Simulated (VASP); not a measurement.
Runs of VASP 6.6.1 on BP. The structure is that of space group F-43m (No. 216), or close to it. The cells are those of the table. 

```tsv
task	level	potentials or basis	cell	k mesh	cutoff (eV)	smearing	dipole correction	share of exact exchange	tolerance level	purpose	passes	gap on the mesh (eV)	pressure (GPa)
single point	HF	VASP PAW PBE potentials, release 64 (P, B_h)	a = 3.243 Å, angles 60.0°, 2 atoms	5 × 5 × 5	1000	fermi-dirac 0.05 eV	no	1	-	-	-	8.08	-1.9
single point	BHLYP	VASP PAW PBE potentials, release 64 (P, B_h)	a = 3.143 Å, angles 60.0°, 2 atoms	5 × 5 × 5	1000	fermi-dirac 0.05 eV	no	0.5	-	-	-	(d)	11.2
single point	HF	VASP PAW PBE potentials, release 64 (P, B_h)	a = 3.209 Å, angles 60.0°, 2 atoms	5 × 5 × 5	1000	fermi-dirac 0.05 eV	no	1	-	-	-	8.06	3.7
single point	r2SCAN50	VASP PAW PBE potentials, release 64 (P, B_h)	a = 3.209 Å, angles 60.0°, 2 atoms	5 × 5 × 5	1010	fermi-dirac 0.05 eV	no	0.5	-	-	-	4.25	(a)
relaxation of cell and atoms	HSE06	VASP PAW PBE potentials, release 64 (P, B)	relaxed from a = 3.230 Å, angles 60.0°, 2 atoms	6 × 6 × 6	580	gaussian 0.03 eV	-	0.25	standard	cell	2	2.06	0.0
single point	HF	VASP PAW PBE potentials, release 64 (P, B_h)	a = 3.272 Å, angles 60.0°, 2 atoms	5 × 5 × 5	1000	fermi-dirac 0.05 eV	no	1	-	-	-	8.09	(c)
single point	HF	VASP PAW PBE potentials, release 64 (P, B_h)	a = 3.209 Å, angles 60.0°, 2 atoms	6 × 6 × 6	1000	fermi-dirac 0.05 eV	no	1	-	-	-	8.09	3.6
single point	HF	VASP PAW PBE potentials, release 64 (P, B_h)	a = 3.251 Å, angles 60.0°, 2 atoms	5 × 5 × 5	1000	fermi-dirac 0.05 eV	no	1	-	-	-	8.09	(b)
single point	HF	VASP PAW PBE potentials, release 64 (P, B_h)	a = 3.230 Å, angles 60.0°, 2 atoms	5 × 5 × 5	1000	fermi-dirac 0.05 eV	no	1	-	-	-	8.08	0.1
single point	HF	VASP PAW PBE potentials, release 64 (P, B_h)	a = 3.187 Å, angles 60.0°, 2 atoms	5 × 5 × 5	1000	fermi-dirac 0.05 eV	no	1	-	-	-	8.05	7.7
```

Alike in all rows: no spin polarisation.

Question: Fill in the values left out.

Answer: (a) -5.0; (b) -3.2; (c) -6.3; (d) 4.61.

Caveats: some runs use coarse meshes; the PAW data sets were made with another functional, which shifts forces and pressure a little; an odd mesh through Γ misses points on the zone boundary, where band edges can lie (at least some runs); the cell stands under pressure (at least some runs).
